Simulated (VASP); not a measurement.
**TiPd3: single point with LDA**

TiPd3:

```
CELL_PARAMETERS angstrom
3.82000 0.00000 0.00000
0.00000 3.82000 0.00000
0.00000 0.00000 3.82000
ATOMIC_POSITIONS crystal
Ti 0.00000 0.00000 0.00000
Pd 0.00000 0.50000 0.50000
Pd 0.50000 0.00000 0.50000
Pd 0.50000 0.50000 0.00000
```

```json
{
  "Program": "VASP 6.6.1",
  "Task": "single point",
  "Functional": "LDA",
  "Potentials or basis": "VASP PAW LDA potentials, release 64 (Ti_sv, Pd)",
  "Cutoff": "520 eV",
  "k mesh": "11 × 11 × 11",
  "Occupations": "fermi-dirac, width 0.05 eV",
  "Spin": "no spin polarisation"
}
```

- Pressure: 2.7 GPa
- Band gap on the k mesh: zero (bands 21 and 22 overlap by 1.34 eV)

Levels at points of the mesh, in eV from the Fermi level:
| k point | band 17 | band 18 | band 19 | band 20 | band 21 | band 22 | band 23 | band 24 | band 25 | band 26 |
| --- | --- | --- | --- | --- | --- | --- | --- | --- | --- | --- |
| (0.00, 0.00, 0.00) | -1.13 | -0.60 | -0.60 | -0.60 | 1.20 | 1.20 | 1.89 | 1.89 | 1.89 | 2.47 |

Wall time 89 s on 1 thread of Intel Xeon 8259CL (shared host), peak memory 0.2 GiB.
